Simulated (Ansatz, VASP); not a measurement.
One calculation of EuS, two programs

```xyz
2
Lattice="4.0503 0.0000 0.0000 2.0252 3.5077 0.0000 2.0252 1.1692 3.3071" Properties=species:S:1:pos:R:3 pbc="T T T"
Eu    0.0000    0.0000    0.0000
S     4.0503    2.3385    1.6535
```

Alike in both runs: functional PBEsol; k mesh 6 × 6 × 6; collinear spin.

Ansatz relaxed the structure, and its values are those at the end. VASP's run is a single point on that final structure, the one shown.

```csv
,VASP,Ansatz
version,VASP 6.6.1,Ansatz 0.2.0
potentials or method,"VASP PAW PBE potentials, release 64 (Eu, S)","plane waves, PAW"
plane-wave cutoff (eV),600,420
occupations,"fermi-dirac, width 0.1 eV",fermi-dirac
valence electrons in the cell,23,23
```

Ansatz gave:

* pressure (GPa): 0.0
* net moment per atom (μB): 3.45
* size of the moment on the site where the two differ most (μB): 6.65

Question: Which values does VASP return?

Answer: Pressure (GPa): -0.3; net moment per atom (μB): 3.45; size of the moment on the site where the two differ most (μB): 6.53.

VASP's potentials were made for PBE, not for PBEsol. Site moments also hang on the region over which each program counts them.

Neither program's run includes spin-orbit coupling.
